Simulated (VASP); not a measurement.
Na, 1 atom in the cell. It takes space group I4/mmm (No. 139, tetragonal). The conventional cell has a = 3.777 Å, b = 3.777 Å, c = 5.275 Å, α = 90.00°, β = 90.00°, γ = 90.00°. Within 4.9 Å of Na (site symmetry 4/mmm) lie 12 Na at 3.75 to 3.78 Å. 

| Item | Value |
| --- | --- |
| Program | VASP 6.6.1 |
| Task | single point |
| Functional | PBE |
| Potentials or basis | VASP PAW PBE potentials, release 64 (Na_pv) |
| Cutoff | 520 eV |
| k mesh | 10 × 10 × 10 |
| Occupations | gaussian, width 0.02 eV |
| Spin | no spin polarisation |
| Dipole correction | no |
| Further INCAR settings | ALGO = Normal; EDIFF = 1e-06; NBANDS = 10 |

Potentials or basis: VASP PAW PBE potentials, release 64 (Na_pv).

Launch:

```sh
$ cat potpaw_PBE.64/Na_pv/POTCAR > POTCAR
$ mpirun -np 1 vasp_std > vasp.out
```

Hardware: 1 thread of Intel(R) Xeon(R) Platinum 8259CL CPU @ 2.50GHz (Skylake/Cascade Lake), on a shared host.

**Question.** Estimate the wall time of this run.

**Answer.** It took 32 s on 1 thread of Intel(R) Xeon(R) Platinum 8259CL CPU @ 2.50GHz (Skylake/Cascade Lake), with other jobs on the host, peak memory 0.16 GiB. Counts: scf iterations 9, k points 102.
